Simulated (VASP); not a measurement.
# In2GaP3 (I-4m2) in VASP: single point with PBE

Aim: the single point of In2GaP3 with PBE.

Everything below comes from runs of VASP 6.6.1. Logs are shortened: lines on timing, memory, paths and dates and some standing lists are left out, and cuts for length are marked.

### Step 1. The cell of the first run

It takes space group I-4m2 (No. 119, tetragonal). Conventional cell: a = 4.097 Å, b = 4.097 Å, c = 17.518 Å, α = 90.00°, β = 90.00°, γ = 90.00°. In (site symmetry 2mm) has 4 P at 2.56 Å within 3.4 Å. Within 3.2 Å of Ga (site symmetry -4m2) lie 4 P at 2.43 Å. Within 3.2 Å of P (site symmetry 2mm) lie 2 Ga at 2.43 Å and 2 In at 2.56 Å. P (site symmetry -4m2) has 4 In at 2.56 Å within 3.4 Å.

### Step 2. Single point, PBE

INCAR

```
SYSTEM = In2GaP3
ALGO = Normal ; EDIFF = 1E-7
ENCUT = 520 ; GGA = PE
ISIF = 2 ; ISMEAR = 0
LASPH = .TRUE. ; LCHARG = .TRUE.
LELF = .TRUE. ; LREAL = .FALSE.
LVHAR = .TRUE. ; LWAVE = .FALSE.
NBANDS = 36 ; NELM = 80
PREC = Accurate ; SIGMA = 0.02
```

KPOINTS

```
k-points
0
G
  10 10 10
  0 0 0
```

POSCAR

```
In2GaP3
1.0
   -2.0487313000      2.0487313000      8.7592062000
    2.0487313000     -2.0487313000      8.7592062000
    2.0487313000      2.0487313000     -8.7592062000
In Ga P
2 1 3
Direct
    0.8374110000      0.8374110000      0.0000000000
    0.1625890000      0.1625890000      0.0000000000
    0.5000000000      0.5000000000      0.0000000000
    0.4254440000      0.9254440000      0.5000000000
    0.0745560000      0.5745560000      0.5000000000
    0.7500000000      0.2500000000      0.5000000000
```

Potentials or basis: VASP PAW PBE potentials, release 64 (In_d, Ga_d, P).

Started as:

```
$ cat potpaw_PBE.64/In_d/POTCAR potpaw_PBE.64/Ga_d/POTCAR potpaw_PBE.64/P/POTCAR > POTCAR
$ mpirun -np 1 vasp_std > vasp.out
```

OUTCAR:

```text
SYSTEM = In2GaP3
   EDIFF = 1E-7
   ENCUT = 520
   GGA = PE
   ISIF = 2
   ISMEAR = 0
   LASPH = .TRUE.
   LREAL = .FALSE.
   NELM = 80
   PREC = Accurate

 ion  position               nearest neighbor table
   1  0.837  0.837  0.000-   6 2.56   6 2.56   4 2.56   4 2.56
   2  0.163  0.163  0.000-   6 2.56   6 2.56   5 2.56   5 2.56
   3  0.500  0.500  0.000-   5 2.43   4 2.43   5 2.43   4 2.43
   4  0.425  0.925  0.500-   3 2.43   3 2.43   1 2.56   1 2.56
   5  0.075  0.575  0.500-   3 2.43   3 2.43   2 2.56   2 2.56
   6  0.750  0.250  0.500-   1 2.56   2 2.56   1 2.56   2 2.56

  LATTYP: Found a body centered tetragonal cell.
 ALAT       =     4.0974626000
 C/A-ratio  =     4.2754294817

  Lattice vectors:

 A1 = (  -2.0487313000,   2.0487313000,   8.7592062000)
 A2 = (   2.0487313000,  -2.0487313000,   8.7592062000)
 A3 = (   2.0487313000,   2.0487313000,  -8.7592062000)

Analysis of symmetry for initial positions (statically):
=====================================================================
 Subroutine PRICEL returns:
 Original cell was already a primitive cell.

 Routine SETGRP: Setting up the symmetry group for a
 body centered tetragonal supercell.

 Subroutine GETGRP returns: Found  8 space group operations
 (whereof  8 operations were pure point group operations)
 out of a pool of 16 trial point group operations.

The static configuration has the point symmetry D_2d.

Analysis of symmetry for dynamics (positions and initial velocities):
=====================================================================
 Subroutine PRICEL returns:
 Original cell was already a primitive cell.

 Routine SETGRP: Setting up the symmetry group for a
 body centered tetragonal supercell.

 Subroutine GETGRP returns: Found  8 space group operations
 (whereof  8 operations were pure point group operations)
 out of a pool of 16 trial point group operations.

The dynamic configuration has the point symmetry D_2d.

 Subroutine INISYM returns: Found  8 space group operations
 (whereof  8 operations are pure point group operations),
 and found     1 'primitive' translations

----------------------------------------------------------------------------------------

                                     Primitive cell

  volume of cell :     147.0601

  direct lattice vectors                    reciprocal lattice vectors
    -2.048731300  2.048731300  8.759206200     0.000000000  0.244053478  0.057082798
     2.048731300 -2.048731300  8.759206200     0.244053478  0.000000000  0.057082798
     2.048731300  2.048731300 -8.759206200     0.244053478  0.244053478  0.000000000

  length of vectors
     9.225957573  9.225957573  9.225957573     0.250640272  0.250640272  0.345143739

  position of ions in fractional coordinates (direct lattice)
     0.837411000  0.837411000  0.000000000
     0.162589000  0.162589000  0.000000000
     0.500000000  0.500000000  0.000000000
     0.425444000  0.925444000  0.500000000
     0.074556000  0.574556000  0.500000000
     0.750000000  0.250000000  0.500000000

  ion indices of the primitive-cell ions
   primitive index   ion index
                 1           1
                 2           2
                 3           3
                 4           4
                 5           5
                 6           6

----------------------------------------------------------------------------------------

 KPOINTS: k-points

Automatic generation of k-mesh.
 Grid dimensions read from file:
 generate k-points for:   10   10   10

 Generating k-lattice:

  Cartesian coordinates                     Fractional coordinates (reciprocal lattice)
     0.000000000  0.024405348  0.005708280     0.100000000 -0.000000000  0.000000000
     0.024405348  0.000000000  0.005708280    -0.000000000  0.100000000  0.000000000
     0.024405348  0.024405348  0.000000000     0.000000000  0.000000000  0.100000000

  Length of vectors
     0.025064027  0.025064027  0.034514374

  Shift w.r.t. Gamma in fractional coordinates (k-lattice)
     0.000000000  0.000000000  0.000000000

 Subroutine IBZKPT returns following result:
 ===========================================

 Found    102 irreducible k-points:

 Following reciprocal coordinates:
            Coordinates               Weight
  0.000000  0.000000  0.000000      1.000000
  0.100000  0.000000 -0.000000      8.000000
  0.200000  0.000000 -0.000000      8.000000
  0.300000  0.000000  0.000000      8.000000
  0.400000  0.000000 -0.000000      8.000000
  0.500000  0.000000 -0.000000      4.000000
[... 16 lines left out ...]
  0.300000  0.300000  0.000000      8.000000
  0.400000  0.300000 -0.000000     16.000000
 [... further k-points ...]
   k-points           NKPTS =    102   k-points in BZ     NKDIM =    102   number of bands    NBANDS=     36
   number of dos      NEDOS =    301   number of ions     NIONS =      6
   total plane-waves  NPLWV = 343000
   dimension x,y,z NGX =    70 NGY =   70 NGZ =   70
   dimension x,y,z NGXF=   140 NGYF=  140 NGZF=  140
   ions per type =               2   1   3
   NGX,Y,Z   is equivalent  to a cutoff of  12.61, 12.61, 12.61 a.u.
   NGXF,Y,Z  is equivalent  to a cutoff of  25.23, 25.23, 25.23 a.u.
 SYSTEM =  In2GaP3
   PREC   = accura    normal or accurate (medium, high low for compatibility)
   ISTART =      0    job   : 0-new  1-cont  2-samecut
   ICHARG =      2    charge: 1-file 2-atom 10-const
   ISPIN  =      1    spin polarized calculation?
   LNONCOLLINEAR =      F non collinear calculations
   LSORBIT =      F    spin-orbit coupling
   LASPH  =      T    aspherical Exc in radial PAW
   ENCUT  =  520.0 eV  38.22 Ry    6.18 a.u.  17.15 17.15 17.15*2*pi/ulx,y,z
   NELM   =     80;   NELMIN=  2; NELMDL= -5     # of ELM steps
   EDIFF  = 0.1E-06   stopping-criterion for ELM
   LREAL  =      F    real-space projection
   EDIFFG = 0.1E-05   stopping-criterion for IOM
   NSW    =      0    number of steps for IOM
   IBRION =     -1    ionic relax: 0-MD 1-quasi-New 2-CG
   NFREE  =      0    steps in history (QN), initial steepest desc. (CG)
   ISIF   =      2    stress and relaxation
   ISYM   =      2    0-nonsym 1-usesym 2-fastsym
   POTIM  = 0.5000    time-step for ionic-motion
   TEBEG  =    0.0;   TEEND  =   0.0 temperature during run
   PSTRESS=    0.0 pullay stress
   NELECT =      54.0000    total number of electrons
   NUPDOWN=      -1.0000    fix difference up-down
   EMIN   =  10.00;   EMAX   =-10.00  energy-range for DOS
   EFERMI =   0.00;   METHOD = LEGACY
   ISMEAR =     0;   SIGMA  =   0.02  broadening in eV -4-tet -1-fermi 0-gaus
   EFERMI_NEDOS =   21; number of points for ismear=-14 and -15
   IALGO  =     38    algorithm
   IMIX   =      4    mixing-type and parameters
     AMIX     =   0.40;   BMIX     =  1.00
     AMIX_MAG =   1.60;   BMIX_MAG =  1.00
  volume/ion in A,a.u.               =      24.51       165.40
  Fermi-wavevector in a.u.,A,eV,Ry     =   1.172306  2.215338 18.698521  1.374303
  Thomas-Fermi vector in A             =   2.308737
   LORBIT       =      0    0 simple, 1 ext, 2 COOP (PROOUT), +10 PAW based schemes
   GGA     = PE    functional components
   LHFCALC =     F    Hartree Fock is set to
   AEXX    =    0.0000 exact exchange contribution
   IVDW    =     0    specifies the selected vdW correction
   LEPSILON=     F    determine dielectric tensor
   LRPA    =     F    only Hartree local field effects (RPA)
 non-spin polarized calculation
 Gauss-broadening in eV      SIGMA  =   0.02
  energy-cutoff  :      520.00
  volume of cell :      147.06
 maximum number of plane-waves:      4009
 NGX is ok and might be reduce to    70
   NGX = 35   NGY = 35   NGZ = 35

 number of electron      53.9999994 magnetization

 Free energy of the ion-electron system (eV)
  ---------------------------------------------------
  ext. energy  EPLUGINS =         0.00000000
  ---------------------------------------------------
  free energy    TOTEN  =       -25.80941428 eV

  energy without entropy =      -25.80941428  energy(sigma->0) =      -25.80941428

 E-fermi :   4.7424     XC(G=0):  -9.2688

 val. band max:        4.6537637912   @ k =   0.0000   0.0000   0.0000
 cond. band min:       5.2721480714   @ k =   0.0000   0.0000   0.0000
 fundamental gap:      0.6183842802
 Fermi energy:         4.7424038826

 k-point     1 :       0.0000    0.0000    0.0000
  band No.  band energies     occupation
      1      -9.9800      2.00000
      2      -9.9244      2.00000
      3      -9.9244      2.00000
      4      -9.8928      2.00000
      5      -9.8449      2.00000
      6      -9.6281      2.00000
[... 28 lines left out ...]
     35       8.6955      0.00000
     36      11.9264      0.00000

 k-point     2 :       0.1000    0.0000   -0.0000
  band No.  band energies     occupation
      1      -9.9784      2.00000
      2      -9.9272      2.00000
      3      -9.9243      2.00000
      4      -9.8917      2.00000
      5      -9.8457      2.00000
      6      -9.6232      2.00000
[... 28 lines left out ...]
     35       8.9562      0.00000
     36      11.0468      0.00000

 k-point     3 :       0.2000    0.0000   -0.0000
  band No.  band energies     occupation
      1      -9.9744      2.00000
      2      -9.9341      2.00000
      3      -9.9238      2.00000
      4      -9.8886      2.00000
      5      -9.8478      2.00000
      6      -9.6120      2.00000
[... 28 lines left out ...]
     35       9.5075      0.00000
     36      10.3510      0.00000

 k-point     4 :       0.3000    0.0000    0.0000
  band No.  band energies     occupation
      1      -9.9709      2.00000
      2      -9.9414      2.00000
      3      -9.9233      2.00000
      4      -9.8846      2.00000
      5      -9.8505      2.00000
      6      -9.6024      2.00000
[... 28 lines left out ...]
     35       9.9804      0.00000
     36      10.1668      0.00000

 k-point     5 :       0.4000    0.0000   -0.0000
  band No.  band energies     occupation
      1      -9.9697      2.00000
      2      -9.9458      2.00000
      3      -9.9229      2.00000
      4      -9.8813      2.00000
      5      -9.8526      2.00000
      6      -9.5995      2.00000
[... 655 lines left out ...]
 k-point    22 :      -0.2000    0.2000    0.0000
  band No.  band energies     occupation
      1      -9.9708      2.00000
      2      -9.9430      2.00000
      3      -9.9203      2.00000
      4      -9.8859      2.00000
      5      -9.8509      2.00000
      6      -9.6062      2.00000
[... 28 lines left out ...]
     35       9.7537      0.00000
     36      10.3820      0.00000

 k-point    23 :       0.3000    0.3000    0.0000
  band No.  band energies     occupation
      1      -9.9695      2.00000
      2      -9.9580      2.00000
      3      -9.9097      2.00000
      4      -9.8810      2.00000
      5      -9.8566      2.00000
      6      -9.6161      2.00000
[... 28 lines left out ...]
     35      10.2424      0.00000
     36      10.7084      0.00000

 k-point    24 :       0.4000    0.3000   -0.0000
  band No.  band energies     occupation
      1      -9.9711      2.00000
      2      -9.9631      2.00000
      3      -9.9044      2.00000
      4      -9.8788      2.00000
      5      -9.8589      2.00000
      6      -9.6268      2.00000
[... 28 lines left out ...]
     35      10.4918      0.00000
     36      11.1305      0.00000

 [... further k-points ...]

------------------------ aborting loop because EDIFF is reached ----------------------------------------

  FORCE on cell =-STRESS in cart. coord.  units (eV):
  Direction    XX          YY          ZZ          XY          YZ          ZX
  --------------------------------------------------------------------------------------
  -------------------------------------------------------------------------------------
  Total       -0.0303290     -0.0303290     -0.0374137      0.0000000      0.0000000      0.0000000
  in kB       -0.3304263     -0.3304263     -0.4076114      0.0000000      0.0000000      0.0000000
  external PRESSURE =      -0.3561546 kB  Pullay stress =       0.0000000 kB

 VOLUME and BASIS-vectors are now :
 -----------------------------------------------------------------------------
  energy-cutoff  :      520.00
  volume of cell :      147.06
      direct lattice vectors                 reciprocal lattice vectors
    -2.048731300  2.048731300  8.759206200     0.000000000  0.244053478  0.057082798
     2.048731300 -2.048731300  8.759206200     0.244053478  0.000000000  0.057082798
     2.048731300  2.048731300 -8.759206200     0.244053478  0.244053478  0.000000000

 POSITION                                       TOTAL-FORCE (eV/Angst)
 -----------------------------------------------------------------------------------
      0.00000      0.00000     14.67011         0.000000     -0.000000     -0.002725
      0.00000      0.00000      2.84830         0.000000     -0.000000      0.002725
      0.00000      0.00000      8.75921        -0.000000      0.000000     -0.000000
      2.04873      0.00000      7.45310        -0.000000      0.000000     -0.003084
      2.04873      0.00000      1.30610        -0.000000      0.000000      0.003084
      0.00000      2.04873      4.37960        -0.000000      0.000000     -0.000000
 -----------------------------------------------------------------------------------
    total drift:                                0.000001     -0.000001     -0.000000

  FREE ENERGIE OF THE ION-ELECTRON SYSTEM (eV)
  ---------------------------------------------------
  free  energy   TOTEN  =       -25.8094142773 eV

  energy  without entropy=      -25.8094142773  energy(sigma->0) =      -25.80941428
```

It took 35 min on 1 thread of Intel Xeon Platinum 8259CL at 2.50GHz (Skylake/Cascade Lake), shared host; peak memory 1 GiB.

Results:

| Property | Result |
| --- | --- |
| Free energy | -25.8094 eV |
| Pressure | 0.0 GPa |
| Largest force | 0.003 eV/Å |
| Band gap on the k mesh | 0.62 eV |

Forces in eV/Å, atoms in the order of the input:
```
In   0.000  0.000 -0.003
In   0.000  0.000  0.003
Ga   0.000  0.000  0.000
P    0.000  0.000 -0.003
P    0.000  0.000  0.003
P    0.000  0.000  0.000
```

Levels at points of the mesh, in eV from the valence-band top:
```
           k point  band 25  band 26  band 27  band 28  band 29  band 30
(0.00, 0.00, 0.00)    -0.13     0.00     0.00     0.62     1.91     1.91
(0.50, 0.00, 0.00)    -1.01    -0.84    -0.77     1.27     2.38     2.88
(0.50, 0.50, 0.00)    -2.79    -2.33    -2.30     1.75     2.07     3.24
(0.50, 0.50, 0.50)    -0.95    -0.66    -0.66     1.69     1.78     2.72
```

Caveat: spin-orbit coupling is left out, which moves the levels of the heavy elements. A k mesh can miss the band edges.
